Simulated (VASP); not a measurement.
# SiC (P6_3mc) in VASP: a series of runs, part 2 of 2

VASP 6.6.1.

**4. Single point, BLYP**

This run uses another cell than the first one, of 10.31 Å³/atom.

Contents of INCAR:

```
SYSTEM = SiC
AGGAC = 1.0 ; AGGAX = 1.0
ALDAC = 0.0 ; ALDAX = 1.0
ALGO = Normal ; EDIFF = 1E-6
ENCUT = 520 ; GGA = B5
ISIF = 2 ; ISMEAR = -1
LASPH = .TRUE. ; LCHARG = .FALSE.
LREAL = .FALSE. ; LWAVE = .FALSE.
NBANDS = 26 ; NELM = 60
PREC = Accurate ; SIGMA = 0.05
```

Contents of KPOINTS:

```
k-points
0
G
  10 10 3
  0 0 0
```

Contents of POSCAR:

```
SiC
1.0
    3.0756941497      0.0000000000      0.0000000000
   -1.5378470748      2.6636292679      0.0000000000
    0.0000000000      0.0000000000     10.0706464800
Si C
4 4
Direct
    0.0000000000      0.0000000000      0.1878943800
    0.0000000000      0.0000000000      0.6878943800
    0.3333333333      0.6666666667      0.4378419800
    0.6666666667      0.3333333333      0.9378419800
    0.0000000000      0.0000000000      0.0004600500
    0.0000000000      0.0000000000      0.5004600500
    0.3333333333      0.6666666667      0.2498025900
    0.6666666667      0.3333333333      0.7498025900
```

Potentials or basis: VASP PAW PBE potentials, release 64 (Si, C).

Command:

```sh
$ cat potpaw_PBE.64/Si/POTCAR potpaw_PBE.64/C/POTCAR > POTCAR
$ mpirun -np 1 vasp_std > vasp.out
```

OUTCAR:

```text
SYSTEM = SiC
   EDIFF = 1E-6
   ENCUT = 520
   GGA = B5
   ISIF = 2
   ISMEAR = -1
   LASPH = .TRUE.
   LREAL = .FALSE.
   NELM = 60
   PREC = Accurate

 ion  position               nearest neighbor table
   1  0.000  0.000  0.188-   7 1.88   7 1.88   7 1.88   5 1.89   3 3.08   3 3.08   3 3.08   4 3.08
                             4 3.08   4 3.08
   2  0.000  0.000  0.688-   8 1.88   8 1.88   8 1.88   6 1.89   4 3.08   4 3.08   4 3.08   3 3.08
                             3 3.08   3 3.08
   3  0.333  0.667  0.438-   6 1.88   6 1.88   6 1.88   7 1.89   1 3.08   1 3.08   1 3.08   2 3.08
                             2 3.08   2 3.08
   4  0.667  0.333  0.938-   5 1.88   5 1.88   5 1.88   8 1.89   2 3.08   2 3.08   2 3.08   1 3.08
                             1 3.08   1 3.08
   5  0.000  0.000  0.000-   4 1.88   4 1.88   4 1.88   1 1.89
   6  0.000  0.000  0.500-   3 1.88   3 1.88   3 1.88   2 1.89
   7  0.333  0.667  0.250-   1 1.88   1 1.88   1 1.88   3 1.89
   8  0.667  0.333  0.750-   2 1.88   2 1.88   2 1.88   4 1.89

  LATTYP: Found a hexagonal cell.
 ALAT       =     3.0756941497
 C/A-ratio  =     3.2742678530

  Lattice vectors:

 A1 = (   3.0756941497,   0.0000000000,   0.0000000000)
 A2 = (  -1.5378470748,   2.6636292679,   0.0000000000)
 A3 = (   0.0000000000,   0.0000000000,  10.0706464800)

Analysis of symmetry for initial positions (statically):
=====================================================================
 Subroutine PRICEL returns:
 Original cell was already a primitive cell.

 Routine SETGRP: Setting up the symmetry group for a
 hexagonal supercell.

 Subroutine GETGRP returns: Found 12 space group operations
 (whereof  6 operations were pure point group operations)
 out of a pool of 24 trial point group operations.

The static configuration has the point symmetry C_3v.
 The point group associated with its full space group is C_6v.

Analysis of symmetry for dynamics (positions and initial velocities):
=====================================================================
 Subroutine PRICEL returns:
 Original cell was already a primitive cell.

 Routine SETGRP: Setting up the symmetry group for a
 hexagonal supercell.

 Subroutine GETGRP returns: Found 12 space group operations
 (whereof  6 operations were pure point group operations)
 out of a pool of 24 trial point group operations.

The dynamic configuration has the point symmetry C_3v.
 The point group associated with its full space group is C_6v.

 Subroutine INISYM returns: Found 12 space group operations
 (whereof  6 operations are pure point group operations),
 and found     1 'primitive' translations

----------------------------------------------------------------------------------------

                                     Primitive cell

  volume of cell :      82.5039

  direct lattice vectors                    reciprocal lattice vectors
     3.075694150  0.000000000  0.000000000     0.325129857  0.187713811  0.000000000
    -1.537847075  2.663629268  0.000000000     0.000000000  0.375427621  0.000000000
     0.000000000  0.000000000 10.070646480     0.000000000  0.000000000  0.099298491

  length of vectors
     3.075694150  3.075694150 10.070646480     0.375427621  0.375427621  0.099298491

[... 54 lines left out ...]
  0.500000  0.000000  0.000000      3.000000
[... 16 lines left out ...]
  0.300000  0.100000  0.333333     24.000000
  0.400000  0.100000  0.333333     24.000000
 [... further k-points ...]
   k-points           NKPTS =     28   k-points in BZ     NKDIM =     28   number of bands    NBANDS=     26
   number of dos      NEDOS =    301   number of ions     NIONS =      8
   total plane-waves  NPLWV =  46080
   dimension x,y,z NGX =    24 NGY =   24 NGZ =   80
   dimension x,y,z NGXF=    48 NGYF=   48 NGZF=  160
   ions per type =               4   4
   NGX,Y,Z   is equivalent  to a cutoff of  12.97, 12.97, 13.21 a.u.
   NGXF,Y,Z  is equivalent  to a cutoff of  25.94, 25.94, 26.41 a.u.
 SYSTEM =  SiC
   PREC   = accura    normal or accurate (medium, high low for compatibility)
   ISTART =      0    job   : 0-new  1-cont  2-samecut
   ICHARG =      2    charge: 1-file 2-atom 10-const
   ISPIN  =      1    spin polarized calculation?
   LNONCOLLINEAR =      F non collinear calculations
   LSORBIT =      F    spin-orbit coupling
   LASPH  =      T    aspherical Exc in radial PAW
   ENCUT  =  520.0 eV  38.22 Ry    6.18 a.u.   5.72  5.72 18.72*2*pi/ulx,y,z
   NELM   =     60;   NELMIN=  2; NELMDL= -5     # of ELM steps
   EDIFF  = 0.1E-05   stopping-criterion for ELM
   LREAL  =      F    real-space projection
   EDIFFG = 0.1E-04   stopping-criterion for IOM
   NSW    =      0    number of steps for IOM
   IBRION =     -1    ionic relax: 0-MD 1-quasi-New 2-CG
   NFREE  =      0    steps in history (QN), initial steepest desc. (CG)
   ISIF   =      2    stress and relaxation
   ISYM   =      2    0-nonsym 1-usesym 2-fastsym
   POTIM  = 0.5000    time-step for ionic-motion
   TEBEG  =    0.0;   TEEND  =   0.0 temperature during run
   PSTRESS=    0.0 pullay stress
   NELECT =      32.0000    total number of electrons
   NUPDOWN=      -1.0000    fix difference up-down
   EMIN   =  10.00;   EMAX   =-10.00  energy-range for DOS
   EFERMI =   0.00;   METHOD = LEGACY
   ISMEAR =    -1;   SIGMA  =   0.05  broadening in eV -4-tet -1-fermi 0-gaus
   EFERMI_NEDOS =   21; number of points for ismear=-14 and -15
   IALGO  =     38    algorithm
   IMIX   =      4    mixing-type and parameters
     AMIX     =   0.40;   BMIX     =  1.00
     AMIX_MAG =   1.60;   BMIX_MAG =  1.00
  volume/ion in A,a.u.               =      10.31        69.60
  Fermi-wavevector in a.u.,A,eV,Ry     =   1.193897  2.256138 19.393597  1.425389
  Thomas-Fermi vector in A             =   2.329900
   LORBIT       =      0    0 simple, 1 ext, 2 COOP (PROOUT), +10 PAW based schemes
   GGA     = B5    functional components
   LHFCALC =     F    Hartree Fock is set to
   AEXX    =    0.0000 exact exchange contribution
   IVDW    =     0    specifies the selected vdW correction
   LEPSILON=     F    determine dielectric tensor
   LRPA    =     F    only Hartree local field effects (RPA)
 non-spin polarized calculation
  energy-cutoff  :      520.00
  volume of cell :       82.50
 maximum number of plane-waves:      2248
 NGX is ok and might be reduce to    24
   NGX = 11   NGY = 11   NGZ = 37

 number of electron      32.0000000 magnetization

 Free energy of the ion-electron system (eV)
  ---------------------------------------------------
  ext. energy  EPLUGINS =         0.00000000
  ---------------------------------------------------
  free energy    TOTEN  =       -54.56180343 eV

  energy without entropy =      -54.56180343  energy(sigma->0) =      -54.56180343

 E-fermi :   9.6783     XC(G=0): -10.6621

 val. band max:        8.6230046507   @ k =   0.0000   0.0000   0.0000
 cond. band min:      11.1590079735   @ k =   0.5000   0.0000   0.0000
 fundamental gap:      2.5360033228
 Fermi energy:         9.6783313496

 k-point     1 :       0.0000    0.0000    0.0000
  band No.  band energies     occupation
      1      -6.7472      2.00000
      2      -5.5779      2.00000
      3      -5.5431      2.00000
      4      -3.2289      2.00000
      5       0.1540      2.00000
      6       4.3216      2.00000
[... 685 lines left out ...]
     25      16.7373      0.00000
     26      17.6476      0.00000

 [... further k-points ...]

------------------------ aborting loop because EDIFF is reached ----------------------------------------

  FORCE on cell =-STRESS in cart. coord.  units (eV):
  Direction    XX          YY          ZZ          XY          YZ          ZX
  --------------------------------------------------------------------------------------
  -------------------------------------------------------------------------------------
  Total        4.6810298      4.6810298      4.6976778      0.0000000      0.0000000      0.0000000
  in kB       90.9028946     90.9028946     91.2261894      0.0000000      0.0000000      0.0000000
  external PRESSURE =      91.0106595 kB  Pullay stress =       0.0000000 kB

 VOLUME and BASIS-vectors are now :
 -----------------------------------------------------------------------------
  energy-cutoff  :      520.00
  volume of cell :       82.50
      direct lattice vectors                 reciprocal lattice vectors
     3.075694150  0.000000000  0.000000000     0.325129857  0.187713811  0.000000000
    -1.537847075  2.663629268  0.000000000     0.000000000  0.375427621  0.000000000
     0.000000000  0.000000000 10.070646480     0.000000000  0.000000000  0.099298491

 POSITION                                       TOTAL-FORCE (eV/Angst)
 -----------------------------------------------------------------------------------
      0.00000      0.00000      1.89222         0.000000      0.000000     -0.014290
      0.00000      0.00000      6.92754        -0.000000     -0.000000     -0.014290
     -0.00000      1.77575      4.40935        -0.000000     -0.000000      0.005443
      1.53785      0.88788      9.44468        -0.000000      0.000000      0.005443
      0.00000      0.00000      0.00463        -0.000000      0.000000      0.002600
      0.00000      0.00000      5.03996         0.000000     -0.000000      0.002600
     -0.00000      1.77575      2.51567         0.000000      0.000000      0.006248
      1.53785      0.88788      7.55100        -0.000000      0.000000      0.006248
 -----------------------------------------------------------------------------------
    total drift:                               -0.000000     -0.000000     -0.000169

  FREE ENERGIE OF THE ION-ELECTRON SYSTEM (eV)
  ---------------------------------------------------
  free  energy   TOTEN  =       -54.5618034284 eV

  energy  without entropy=      -54.5618034284  energy(sigma->0) =      -54.56180343
```

Wall time 99 s (1 thread of Intel Xeon 8259CL, shared host); peak memory 0.21 GiB.

What came out:

```yaml
Free_energy: -54.5618 eV
Pressure: 9.1 GPa
Largest_force: 0.014 eV/Å
Band_gap_on_the_k_mesh: 2.54 eV (least direct gap 3.65 eV)
```

Forces on the atoms (eV/Å):
```
Si   0.000  0.000 -0.014
Si   0.000  0.000 -0.014
Si   0.000  0.000  0.005
Si   0.000  0.000  0.005
C    0.000  0.000  0.003
C    0.000  0.000  0.003
C    0.000  0.000  0.006
C    0.000  0.000  0.006
```

Caveat: the cell stands under pressure; the PAW data sets were made with another functional, which shifts forces and pressure a little; an odd mesh through Γ misses points on the zone boundary, where band edges can lie.

**5. Summary**

| task | level | cell | cutoff (eV) | gap on the mesh (eV) | pressure (GPa) | largest force (eV/Å) |
| --- | --- | --- | --- | --- | --- | --- |
| single point | b88 exchange, pbe correlation | a = 3.095, b = 3.095, c = 10.132 Å, angles 90.0, 90.0, 120.0°, 8 atoms | 600 | 2.23 | -0.2 | - |
| relaxation of cell and atoms | b88 exchange, pbe correlation | relaxed from a = 3.076, b = 3.076, c = 10.071 Å, angles 90.0, 90.0, 120.0°, 8 atoms | 600 | 2.23 | 0.0 | 0.01 |
| single point | BLYP | a = 3.076, b = 3.076, c = 10.071 Å, angles 90.0, 90.0, 120.0°, 8 atoms | 520 | 2.54 | 9.1 | 0.01 |

Alike in all rows: potentials or basis VASP PAW PBE potentials, release 64 (Si, C); no spin polarisation; k mesh 10 × 10 × 3; smearing fermi-dirac 0.05 eV.

Caveats: the PAW data sets were made with another functional, which shifts forces and pressure a little; an odd mesh through Γ misses points on the zone boundary, where band edges can lie; the cell stands under pressure (at least some runs).

Total energies depend on the potentials used, so only differences within one code and one set of settings carry meaning.
